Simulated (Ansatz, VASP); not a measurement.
## One calculation of ZnO, two programs

INCAR

```
ALGO = Normal
EDIFF = 1E-6
ENCUT = 520
GGA = PS
ISIF = 2
ISMEAR = 0
LASPH = T
LCHARG = T
LELF = T
LREAL = F
LVHAR = T
LWAVE = F
NBANDS = 26
NELM = 80
PREC = Accurate
SIGMA = 0.05
```

File KPOINTS:

```
k-points
0
Gamma
  9 9 4
```

POSCAR

```
ZnO
1.0
    3.1893281439      0.0000000000      0.0000000000
   -1.5946640719      2.7620391936      0.0000000000
    0.0000000000      0.0000000000      7.2373979702
Zn O
2 2
Direct
    0.0000000000      0.0000000000      0.7500000000
    0.0000000000      0.0000000000      0.2500000000
    0.3333333333      0.6666666667      0.2500000000
    0.6666666667      0.3333333333      0.7500000000
```

Input for Ansatz:

```yaml
crystal:
  lattice:
    - [3.1893281439, 0.0, 0.0]
    - [-1.5946640719, 2.7620391936, 0.0]
    - [0.0, 0.0, 7.2373979702]
  atoms:
    - { symbol: Zn, position: [0.0, 0.0, 0.75] }
    - { symbol: Zn, position: [0.0, 0.0, 0.25] }
    - { symbol: O, position: [0.3333333333, 0.6666666667, 0.25] }
    - { symbol: O, position: [0.6666666667, 0.3333333333, 0.75] }
basis:
  ecutwfc: 420
kpoints:
  mp_grid: { grid: [9, 9, 4] }
hamiltonian:
  xc: pbesol
scf:
  occupations: { method: gaussian, width: 0.05 }
output:
  forces: true
  stress: true
  eigenvalues: true
```

Change from the starting cell: strain -0.030 along x and y, +0.015 along z, atoms carried along.

Alike in both runs: task single point; functional PBEsol; k mesh 9 × 9 × 4; occupations gaussian, width 0.05 eV; no spin polarisation.

|  | VASP | Ansatz |
| --- | --- | --- |
| version | VASP 6.6.1 | Ansatz 0.2.0 |
| potentials or method | VASP PAW PBE potentials, release 64 (Zn, O), cutoff 520 eV | scalar-relativistic, plane waves, PAW |
| valence electrons in the cell | 36 | 36 |

|  | VASP | Ansatz | Ansatz less VASP |
| --- | --- | --- | --- |
| gap on the k mesh at the Fermi level (eV) | 0.78 | 0.78 | -0.006 |
| least direct gap on the mesh (eV) | 0.78 | 0.78 | -0.006 |
| pressure (GPa) | 5.3 | 4.4 | -0.92 |
| traceless stress, the component that is largest in VASP (GPa) | -6.11 | -5.12 | +0.990 |

VASP's potentials were made for PBE, not for PBEsol.
